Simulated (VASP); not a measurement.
# GaN (F-43m) in VASP: single point with PBEsol

Aim: the single point of GaN with PBEsol.

Everything below comes from runs of VASP 6.6.1. Logs are shortened: lines on timing, memory, paths and dates and some standing lists are left out, and cuts for length are marked.

## Step 1: The cell of the first run

Symmetry: F-43m, No. 216, cubic system. Conventional cell: a = 4.507 Å, b = 4.507 Å, c = 4.507 Å, α = 90.00°, β = 90.00°, γ = 90.00°. Ga (site symmetry -43m) has 4 N at 1.95 Å within 2.6 Å. Within 2.6 Å of N (site symmetry -43m) lie 4 Ga at 1.95 Å.

## Step 2: Single point, PBEsol

INCAR reads:

```
PREC = Accurate
ENCUT = 520
EDIFF = 1E-7
ISMEAR = 0
SIGMA = 0.1
LREAL = Auto
LASPH = T
NELM = 100
ALGO = Normal
ISIF = 2
LWAVE = F
LCHARG = F
GGA = PS
NBANDS = 86
ISYM = 0
```

KPOINTS reads:

```
Automatic mesh
0
Gamma
  2 2 2
  0.5 0.5 0.5
```

POSCAR reads:

```
GaN
1.0
   -4.5070012150      0.0000000000      4.5070012150
   -4.5070012150     -4.5070012150      0.0000000000
    0.0000000000     -4.5070012150      4.5070012150
Ga N
8 8
Direct
    0.0000000000      0.5000000000      0.0000000000
    0.0000000000      0.0000000000      0.0000000000
    0.0000000000      0.5000000000      0.5000000000
    0.0000000000      0.0000000000      0.5000000000
    0.5000000000      0.5000000000      0.0000000000
    0.5000000000      0.0000000000      0.0000000000
    0.5000000000      0.5000000000      0.5000000000
    0.5000000000      0.0000000000      0.5000000000
    0.3750000000      0.3750000000      0.3750000000
    0.3750000000      0.8750000000      0.3750000000
    0.3750000000      0.3750000000      0.8750000000
    0.3750000000      0.8750000000      0.8750000000
    0.8750000000      0.3750000000      0.3750000000
    0.8750000000      0.8750000000      0.3750000000
    0.8750000000      0.3750000000      0.8750000000
    0.8750000000      0.8750000000      0.8750000000
```

Potentials or basis: VASP PAW PBE potentials, release 64 (Ga_d, N).

The run is started by

```
$ cat potpaw_PBE.64/Ga_d/POTCAR potpaw_PBE.64/N/POTCAR > POTCAR
$ mpirun -np 1 vasp_std > vasp.out
```

OUTCAR:

```text
PREC = Accurate
   ENCUT = 520
   EDIFF = 1E-7
   ISMEAR = 0
   LREAL = Auto
   LASPH = T
   NELM = 100
   ISIF = 2
   GGA = PS
   ISYM = 0

 ion  position               nearest neighbor table
   1  0.000  0.500  0.000-  15 1.95  13 1.95  11 1.95  16 1.95
   2  0.000  0.000  0.000-  16 1.95  14 1.95  15 1.95  12 1.95
   3  0.000  0.500  0.500-  13 1.95   9 1.95  14 1.95  15 1.95
   4  0.000  0.000  0.500-  14 1.95  13 1.95  10 1.95  16 1.95
   5  0.500  0.500  0.000-  11 1.95   9 1.95  12 1.95  15 1.95
   6  0.500  0.000  0.000-  12 1.95  11 1.95  10 1.95  16 1.95
[... 8 lines left out ...]
  15  0.875  0.375  0.875-   1 1.95   2 1.95   3 1.95   5 1.95
  16  0.875  0.875  0.875-   2 1.95   1 1.95   4 1.95   6 1.95

IMPORTANT INFORMATION: All symmetrisations will be switched off!
NOSYMM: (Re-)initialisation of all symmetry stuff for point group C_1.

----------------------------------------------------------------------------------------

                                     Primitive cell

  volume of cell :     183.1020

  direct lattice vectors                    reciprocal lattice vectors
    -4.507001215  0.000000000  4.507001215    -0.110938510  0.110938510  0.110938510
    -4.507001215 -4.507001215  0.000000000    -0.110938510 -0.110938510 -0.110938510
     0.000000000 -4.507001215  4.507001215     0.110938510 -0.110938510  0.110938510

  length of vectors
     6.373862244  6.373862244  6.373862244     0.192151136  0.192151136  0.192151136

  position of ions in fractional coordinates (direct lattice)
     0.000000000  0.500000000  0.000000000
     0.000000000  0.000000000  0.000000000
     0.000000000  0.500000000  0.500000000
     0.000000000  0.000000000  0.500000000
     0.500000000  0.500000000  0.000000000
     0.500000000  0.000000000  0.000000000
[... 8 lines left out ...]
     0.875000000  0.375000000  0.875000000
     0.875000000  0.875000000  0.875000000

  ion indices of the primitive-cell ions
   primitive index   ion index
                 1           1
                 2           2
                 3           3
                 4           4
                 5           5
                 6           6
[... 8 lines left out ...]
                15          15
                16          16

----------------------------------------------------------------------------------------

 KPOINTS: Automatic mesh

Automatic generation of k-mesh.
 Grid dimensions read from file:
 generate k-points for:    2    2    2

 Generating k-lattice:

  Cartesian coordinates                     Fractional coordinates (reciprocal lattice)
    -0.055469255  0.055469255  0.055469255     0.500000000  0.000000000  0.000000000
    -0.055469255 -0.055469255 -0.055469255     0.000000000  0.500000000  0.000000000
     0.055469255 -0.055469255  0.055469255     0.000000000  0.000000000  0.500000000

  Length of vectors
     0.096075568  0.096075568  0.096075568

  Shift w.r.t. Gamma in fractional coordinates (k-lattice)
     0.500000000  0.500000000  0.500000000

 Subroutine IBZKPT returns following result:
 ===========================================

 Found     16 irreducible k-points:

 Following reciprocal coordinates:
            Coordinates               Weight
  0.250000  0.250000  0.250000      2.000000
  0.250000  0.000000  0.000000      2.000000
  0.000000  0.000000 -0.250000      2.000000
  0.000000  0.250000  0.000000      2.000000
 -0.250000  0.250000  0.250000      2.000000
  0.250000 -0.250000  0.250000      2.000000
[... 8 lines left out ...]
  0.000000  0.250000  0.500000      2.000000
  0.500000  0.250000  0.000000      2.000000
   k-points           NKPTS =     16   k-points in BZ     NKDIM =     16   number of bands    NBANDS=     86
   number of dos      NEDOS =    301   number of ions     NIONS =     16
   total plane-waves  NPLWV = 110592
   dimension x,y,z NGX =    48 NGY =   48 NGZ =   48
   dimension x,y,z NGXF=    96 NGYF=   96 NGZF=   96
   ions per type =               8   8
   NGX,Y,Z   is equivalent  to a cutoff of  12.52, 12.52, 12.52 a.u.
   NGXF,Y,Z  is equivalent  to a cutoff of  25.04, 25.04, 25.04 a.u.
 SYSTEM =  unknown system
   PREC   = accura    normal or accurate (medium, high low for compatibility)
   ISTART =      0    job   : 0-new  1-cont  2-samecut
   ICHARG =      2    charge: 1-file 2-atom 10-const
   ISPIN  =      1    spin polarized calculation?
   LNONCOLLINEAR =      F non collinear calculations
   LSORBIT =      F    spin-orbit coupling
   LASPH  =      T    aspherical Exc in radial PAW
   ENCUT  =  520.0 eV  38.22 Ry    6.18 a.u.  11.85 11.85 11.85*2*pi/ulx,y,z
   NELM   =    100;   NELMIN=  2; NELMDL= -5     # of ELM steps
   EDIFF  = 0.1E-06   stopping-criterion for ELM
   LREAL  =      T    real-space projection
   EDIFFG = 0.1E-05   stopping-criterion for IOM
   NSW    =      0    number of steps for IOM
   IBRION =     -1    ionic relax: 0-MD 1-quasi-New 2-CG
   NFREE  =      0    steps in history (QN), initial steepest desc. (CG)
   ISIF   =      2    stress and relaxation
   ISYM   =      0    0-nonsym 1-usesym 2-fastsym
   POTIM  = 0.5000    time-step for ionic-motion
   TEBEG  =    0.0;   TEEND  =   0.0 temperature during run
   PSTRESS=    0.0 pullay stress
   NELECT =     144.0000    total number of electrons
   NUPDOWN=      -1.0000    fix difference up-down
   EMIN   =  10.00;   EMAX   =-10.00  energy-range for DOS
   EFERMI =   0.00;   METHOD = LEGACY
   ISMEAR =     0;   SIGMA  =   0.10  broadening in eV -4-tet -1-fermi 0-gaus
   EFERMI_NEDOS =   21; number of points for ismear=-14 and -15
   IALGO  =     38    algorithm
   IMIX   =      4    mixing-type and parameters
     AMIX     =   0.40;   BMIX     =  1.00
     AMIX_MAG =   1.60;   BMIX_MAG =  1.00
  volume/ion in A,a.u.               =      11.44        77.23
  Fermi-wavevector in a.u.,A,eV,Ry     =   1.511117  2.855596 31.068543  2.283473
  Thomas-Fermi vector in A             =   2.621216
   LORBIT       =      0    0 simple, 1 ext, 2 COOP (PROOUT), +10 PAW based schemes
   GGA     = PS    functional components
   LHFCALC =     F    Hartree Fock is set to
   AEXX    =    0.0000 exact exchange contribution
   IVDW    =     0    specifies the selected vdW correction
   LEPSILON=     F    determine dielectric tensor
   LRPA    =     F    only Hartree local field effects (RPA)
 non-spin polarized calculation
 Gauss-broadening in eV      SIGMA  =   0.10
  energy-cutoff  :      520.00
  volume of cell :      183.10
 maximum number of plane-waves:      4929
   NGX = 23   NGY = 23   NGZ = 23

 number of electron     144.0000033 magnetization

 Free energy of the ion-electron system (eV)
  ---------------------------------------------------
  ext. energy  EPLUGINS =         0.00000000
  ---------------------------------------------------
  free energy    TOTEN  =      -104.97971351 eV

  energy without entropy =     -104.97971351  energy(sigma->0) =     -104.97971351

 E-fermi :   5.4800     XC(G=0): -11.9019

 val. band max:        4.9854418819   @ k =   0.0000   0.2500   0.0000
 cond. band min:       7.9847657223   @ k =   0.2500   0.0000   0.0000
 fundamental gap:      2.9993238403
 Fermi energy:         5.4799536430

 k-point     1 :       0.2500    0.2500    0.2500
  band No.  band energies     occupation
      1     -10.6100      2.00000
      2      -9.9262      2.00000
      3      -9.8057      2.00000
      4      -9.8057      2.00000
      5      -9.8057      2.00000
      6      -9.6792      2.00000
[... 76 lines left out ...]
     83      12.2131      0.00000
     84      12.9354      0.00000

 k-point     2 :       0.2500    0.0000    0.0000
  band No.  band energies     occupation
      1     -10.6100      2.00000
      2      -9.9262      2.00000
      3      -9.8057      2.00000
      4      -9.8057      2.00000
      5      -9.8057      2.00000
      6      -9.6792      2.00000
[... 1207 lines left out ...]
     83      12.5900      0.00000
     84      12.5901      0.00000

 k-point    16 :       0.5000    0.2500    0.0000
  band No.  band energies     occupation
      1     -10.2416      2.00000
      2     -10.0239      2.00000
      3      -9.8446      2.00000
      4      -9.7936      2.00000
      5      -9.7936      2.00000
      6      -9.7266      2.00000
[... 76 lines left out ...]
     83      12.5900      0.00000
     84      12.5901      0.00000
 [bands above 84 left out]

------------------------ aborting loop because EDIFF is reached ----------------------------------------

  FORCE on cell =-STRESS in cart. coord.  units (eV):
  Direction    XX          YY          ZZ          XY          YZ          ZX
  --------------------------------------------------------------------------------------
  -------------------------------------------------------------------------------------
  Total       -1.5710157     -1.5710039     -1.5710098      0.0001953     -0.0002097     -0.0002180
  in kB      -13.7466885    -13.7465850    -13.7466369      0.0017093     -0.0018345     -0.0019074
  external PRESSURE =     -13.7466368 kB  Pullay stress =       0.0000000 kB

 VOLUME and BASIS-vectors are now :
 -----------------------------------------------------------------------------
  energy-cutoff  :      520.00
  volume of cell :      183.10
      direct lattice vectors                 reciprocal lattice vectors
    -4.507001215  0.000000000  4.507001215    -0.110938510  0.110938510  0.110938510
    -4.507001215 -4.507001215  0.000000000    -0.110938510 -0.110938510 -0.110938510
     0.000000000 -4.507001215  4.507001215     0.110938510 -0.110938510  0.110938510

 POSITION                                       TOTAL-FORCE (eV/Angst)
 -----------------------------------------------------------------------------------
     -2.25350     -2.25350      0.00000         0.000006      0.000010     -0.000017
      0.00000      0.00000      0.00000         0.000006      0.000029     -0.000015
     -2.25350     -4.50700      2.25350         0.000010      0.000017     -0.000007
      0.00000     -2.25350      2.25350         0.000014      0.000005     -0.000007
     -4.50700     -2.25350      2.25350         0.000013      0.000011     -0.000018
     -2.25350      0.00000      2.25350         0.000006      0.000015     -0.000012
[... 8 lines left out ...]
     -5.63375     -5.63375      7.88725        -0.000034     -0.000002     -0.000010
     -7.88725     -7.88725      7.88725        -0.000014     -0.000004     -0.000039
 -----------------------------------------------------------------------------------
    total drift:                                0.000103      0.000042     -0.000050

  FREE ENERGIE OF THE ION-ELECTRON SYSTEM (eV)
  ---------------------------------------------------
  free  energy   TOTEN  =      -104.9797135091 eV

  energy  without entropy=     -104.9797135091  energy(sigma->0) =     -104.97971351
```

Run time: 20 min. Hardware: 1 thread of Intel Xeon 8259CL, shared host; peak memory 0.41 GiB.

What came out:

```yaml
Free_energy: -104.9797 eV
Pressure: -1.4 GPa
Band_gap_on_the_k_mesh: 3.00 eV
```

Levels at points of the mesh, in eV from the valence-band top:
```tsv
k point	band 68	band 69	band 70	band 71	band 72	band 73	band 74	band 75	band 76	band 77
(0.25, 0.25, 0.25)	-1.11	-0.69	-0.69	0.00	0.00	3.00	4.12	4.12	4.12	4.65
```

Caveat: the k points lie up to 0.60 Å⁻¹ apart; the PAW data sets were made with another functional, which shifts forces and pressure a little; a shifted mesh leaves out Γ, where band edges can lie. A k mesh can miss the band edges.
